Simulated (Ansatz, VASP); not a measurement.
Two plane-wave programs on PbS

The input INCAR:

```
SYSTEM = PbS
ALGO     = Normal         ! electronic algorithm
EDIFF    = 1E-7           ! SCF threshold, eV
ENCUT    = 520            ! plane-wave cutoff, eV
GGA      = CA             ! functional
ISIF     = 2              ! what is computed and relaxed
ISMEAR   = -1             ! smearing method
LASPH    = .TRUE.         ! aspherical terms in the spheres
LCHARG   = .FALSE.        ! write CHGCAR
LREAL    = .FALSE.        ! projectors in reciprocal space
LWAVE    = .FALSE.        ! write WAVECAR
NBANDS   = 17             ! bands
NELM     = 100            ! most SCF steps
PREC     = Accurate       ! precision mode
SIGMA    = 0.05           ! smearing width, eV
```

File KPOINTS:

```
k-points
0
G
  8 8 7
  0 0 0
```

File POSCAR:

```
PbS
1.0
    4.0896976867      0.0000000000      0.0000000000
   -2.0448488433      3.5417820905      0.0000000000
    0.0000000000      0.0000000000      3.7881670000
Pb S
1 1
Direct
    0.0000000000      0.0000000000      0.0000000000
    0.6666666667      0.3333333333      0.5000000000
```

Contents of input.yaml:

```yaml
crystal:
  lattice:
    - [4.0896976867, 0.0, 0.0]
    - [-2.0448488433, 3.5417820905, 0.0]
    - [0.0, 0.0, 3.788167]
  atoms:
    - { symbol: Pb, position: [0.0, 0.0, 0.0] }
    - { symbol: S, position: [0.6666666667, 0.3333333333, 0.5] }
hamiltonian:
  xc: lda
  pseudopotentials: { kind: paw }
kpoints:
  mp_grid: { grid: [8, 8, 7] }
  band_path:
    path:
      - [[0.0, 0.0, 0.0], [0.5, 0.0, 0.0], [0.3333333333, 0.3333333333, 0.0], [0.0, 0.0, 0.0], [0.0, 0.0, 0.5], [0.5, 0.0, 0.5], [0.3333333333, 0.3333333333, 0.5], [0.0, 0.0, 0.5]]
      - [[0.5, 0.0, 0.5], [0.5, 0.0, 0.0]]
      - [[0.3333333333, 0.3333333333, 0.0], [0.3333333333, 0.3333333333, 0.5]]
    npoints: 14
scf:
  occupations: { method: fermi_dirac, width: 0.05 }
  n_extra_bands: 6
output:
  forces: true
  stress: true
  eigenvalues: true
  fatbands: true
```

Alike in both runs: functional LDA; k mesh 8 × 8 × 7; occupations fermi-dirac, width 0.05 eV; no spin polarisation.

```csv
,VASP,Ansatz
version,VASP 6.6.1,Ansatz 0.2.0
potentials or method,"VASP PAW LDA potentials, release 64 (Pb_d, S)",Ansatz PAW
plane-wave cutoff (eV),520,420
valence electrons in the cell,20,20
task,single point,band structure
```

|  | VASP | Ansatz | Ansatz less VASP |
| --- | --- | --- | --- |
| pressure (GPa) | -4.4 | -4.4 | -0.02 |
| traceless stress, the component that is largest in VASP (GPa) | -0.39 | -0.43 | -0.036 |

LDA's correlation is that of Perdew and Zunger in VASP and of Perdew and Wang (1992) in Ansatz.

Neither program's run includes spin-orbit coupling.
